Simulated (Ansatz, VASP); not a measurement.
Two plane-wave programs on Mg5Te3

File INCAR:

```
SYSTEM = Mg5Te3
ALGO     = Normal         ! electronic algorithm
EDIFF    = 1E-6           ! SCF threshold, eV
EDIFFG   = -0.08          ! ionic threshold
ENCUT    = 600            ! plane-wave cutoff, eV
GGA      = PE             ! functional
IBRION   = 2              ! ionic algorithm
ISIF     = 3              ! what is computed and relaxed
ISMEAR   = 0              ! smearing method
LASPH    = .True.         ! aspherical terms in the spheres
LCHARG   = .False.        ! write CHGCAR
LREAL    = .False.        ! projectors in reciprocal space
LWAVE    = .False.        ! write WAVECAR
NELM     = 60             ! most SCF steps
NSW      = 36             ! ionic steps
PREC     = Accurate       ! precision mode
SIGMA    = 0.2            ! smearing width, eV
```

File KPOINTS:

```
k-points
0
Gamma
  3 3 3
  0 0 0
```

Contents of POSCAR:

```
Mg5Te3
1.0
    5.7575241700      0.0000000000      0.0000000000
    0.0000000000      5.7575241700      0.0000000000
    0.0000000000      0.0000000000      5.7575241700
Mg Te
5 3
Direct
    0.0000000000      0.5000000000      0.5000000000
    0.5000000000      0.0000000000      0.5000000000
    0.5000000000      0.5000000000      0.0000000000
    0.0000000000      0.0000000000      0.0000000000
    0.5000000000      0.5000000000      0.5000000000
    0.5000000000      0.0000000000      0.0000000000
    0.0000000000      0.5000000000      0.0000000000
    0.0000000000      0.0000000000      0.5000000000
```

Input for Ansatz:

```yaml
crystal:
  lattice:
    - [5.75752417, 0.0, 0.0]
    - [0.0, 5.75752417, 0.0]
    - [0.0, 0.0, 5.75752417]
  atoms:
    - { symbol: Mg, position: [0.0, 0.5, 0.5] }
    - { symbol: Mg, position: [0.5, 0.0, 0.5] }
    - { symbol: Mg, position: [0.5, 0.5, 0.0] }
    - { symbol: Mg, position: [0.0, 0.0, 0.0] }
    - { symbol: Mg, position: [0.5, 0.5, 0.5] }
    - { symbol: Te, position: [0.5, 0.0, 0.0] }
    - { symbol: Te, position: [0.0, 0.5, 0.0] }
    - { symbol: Te, position: [0.0, 0.0, 0.5] }
basis:
  ecutwfc: 420
kpoints:
  mp_grid: { grid: [3, 3, 3] }
hamiltonian:
  xc: pbe
scf:
  occupations: { method: gaussian, width: 0.2 }
  lower_state_search: "off"
output:
  forces: true
  stress: true
  eigenvalues: true
relax:
  adjacent_minimum: "off"
  f_tol: 0.08
  max_steps: 16
  cell: { stress_tol: 0.8 }
```

Alike in both runs: task relaxation of cell and atoms; functional PBE; k mesh 3 × 3 × 3; occupations gaussian, width 0.2 eV; no spin polarisation.

|  | VASP | Ansatz |
| --- | --- | --- |
| version | VASP 6.6.1 | Ansatz 0.2.0 |
| potentials or method | VASP PAW PBE potentials, release 64 (Mg, Te), cutoff 600 eV | scalar-relativistic, plane waves, PAW |
| valence electrons in the cell | 28 | 98 |

```csv
,VASP,Ansatz,Ansatz less VASP
"gap on the k mesh at the Fermi level, each at its own relaxed structure (eV)",none,none,-
relaxed volume (Å³/atom),27.40,27.52,+0.123
relaxed cell length with the largest relative difference (Å),6.029,6.038,+0.0090
```

A gap of «none» marks a metal or a gap that the smearing closes. VASP's potentials hold 28 valence electrons a cell and Ansatz's 98, so a difference there can come from the potentials and not from the codes.

The k mesh is coarse, so the values compare programs but aren't converged. Neither program's run includes spin-orbit coupling.
